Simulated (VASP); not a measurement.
WSe2, 3 atoms in the cell. The structure is trigonal, space group R-3m (No. 166). Conventional cell: a = 4.259 Å, b = 4.259 Å, c = 19.293 Å, α = 90.00°, β = 90.00°, γ = 120.00°. Within 4.0 Å of W (site symmetry -3m) lie 6 Se at 3.01 Å. Se (site symmetry 3m) has 3 W at 3.01 Å and 3 Se at 3.86 Å within 4.0 Å. 

```yaml
Program: VASP 6.6.1
Task: relaxation of cell and atoms
Functional: PBE
Dispersion: D3(BJ)
Potentials_or_basis: VASP PAW PBE potentials, release 64 (W_sv, Se)
Cutoff: 600 eV
k_mesh: 6 × 6 × 6
Occupations: fermi-dirac, width 0.02 eV
Spin: no spin polarisation
Dipole_correction: no
Further_INCAR_settings: ALGO = Normal; EDIFF = 1e-06; IBRION = 2; EDIFFG = -0.005; NSW = 80; ISIF = 3
```

Potentials or basis: VASP PAW PBE potentials, release 64 (W_sv, Se).

The run is started by

```bash
$ cat potpaw_PBE.64/W_sv/POTCAR potpaw_PBE.64/Se/POTCAR > POTCAR
$ mpirun -np 1 vasp_std > vasp.out
```

Hardware: 1 thread of Intel(R) Xeon(R) 6975P-C (Granite Rapids) (shared host).

Q: How long does it take, and how much memory?

A: It took 18 min on 1 thread of Intel(R) Xeon(R) 6975P-C (Granite Rapids), on a shared host, peak memory 0.51 GiB. Counts: scf iterations 164, k points 32, ion steps 24.
